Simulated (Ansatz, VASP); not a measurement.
## Na3TlTe2 in VASP and in Ansatz

Contents of INCAR:

```
PREC     = Accurate       # precision mode
ENCUT    = 600            # plane-wave cutoff, eV
EDIFF    = 1E-6           # SCF threshold, eV
ISMEAR   = 0              # smearing method
SIGMA    = 0.1            # smearing width, eV
LREAL    = False          # projectors in reciprocal space
LASPH    = True           # aspherical terms in the spheres
NELM     = 100            # most SCF steps
ALGO     = Normal         # electronic algorithm
ISIF     = 3              # what is computed and relaxed
LWAVE    = False          # write WAVECAR
LCHARG   = False          # write CHGCAR
GGA      = PE             # functional
IBRION   = 2              # ionic algorithm
NSW      = 90             # ionic steps
EDIFFG   = -0.04          # ionic threshold
```

Contents of KPOINTS:

```
regular mesh
0
Gamma
  3 3 3
```

Contents of POSCAR:

```
Na3TlTe2
1.0
    3.3241564500      1.9192026200      4.7125126100
   -3.3241564500      1.9192026200      4.7125126100
    0.0000000000     -3.8384052500      4.7125126100
Na Tl Te
3 1 2
Direct
    0.2955521600      0.8714993900      0.2955521600
    0.2955521600      0.2955521600      0.8714993900
    0.8714993900      0.2955521600      0.2955521600
    0.7194301300      0.7194301300      0.7194301300
    0.8810424900      0.8810424900      0.8810424900
    0.5323108200      0.5323108200      0.5323108200
```

Input for Ansatz:

```yaml
crystal:
  lattice:
    - [3.32415645, 1.91920262, 4.71251261]
    - [-3.32415645, 1.91920262, 4.71251261]
    - [0.0, -3.83840525, 4.71251261]
  atoms:
    - { symbol: Na, position: [0.29555216, 0.87149939, 0.29555216] }
    - { symbol: Na, position: [0.29555216, 0.29555216, 0.87149939] }
    - { symbol: Na, position: [0.87149939, 0.29555216, 0.29555216] }
    - { symbol: Tl, position: [0.71943013, 0.71943013, 0.71943013] }
    - { symbol: Te, position: [0.88104249, 0.88104249, 0.88104249] }
    - { symbol: Te, position: [0.53231082, 0.53231082, 0.53231082] }
basis:
  ecutwfc: 420
kpoints:
  mp_grid: { grid: [3, 3, 3] }
hamiltonian:
  xc: pbe
scf:
  occupations: { method: gaussian, width: 0.1 }
  lower_state_search: "off"
output:
  forces: true
  stress: true
  eigenvalues: true
relax:
  adjacent_minimum: "off"
  f_tol: 0.04
  max_steps: 70
  cell: { stress_tol: 0.4 }
```

Alike in both runs: task relaxation of cell and atoms; functional PBE; k mesh 3 × 3 × 3; occupations gaussian, width 0.1 eV; no spin polarisation.

|  | VASP | Ansatz |
| --- | --- | --- |
| version | VASP 6.6.1 | Ansatz 0.2.0 |
| potentials or method | VASP PAW PBE potentials, release 64 (Na_pv, Tl_d, Te), cutoff 600 eV | scalar-relativistic, plane waves, PAW |
| valence electrons in the cell | 46 | 72 |

```tsv
	VASP	Ansatz	Ansatz less VASP
gap on the k mesh at the Fermi level, each at its own relaxed structure (eV)	1.54	1.38	-0.152
relaxed volume (Å³/atom)	34.89	53.02	+18.128
relaxed cell length with the largest relative difference (Å)	6.019	6.901	+0.8826
```

One of these differences is far larger than is usual between the two programs; its cause wasn't traced. VASP's potentials hold 46 valence electrons a cell and Ansatz's 72, so a difference there can come from the potentials and not from the codes.

Spin-orbit coupling is off throughout. Noted on VASP's run: the volume moved by over 15 % at a fixed basis, so the end points are rough.
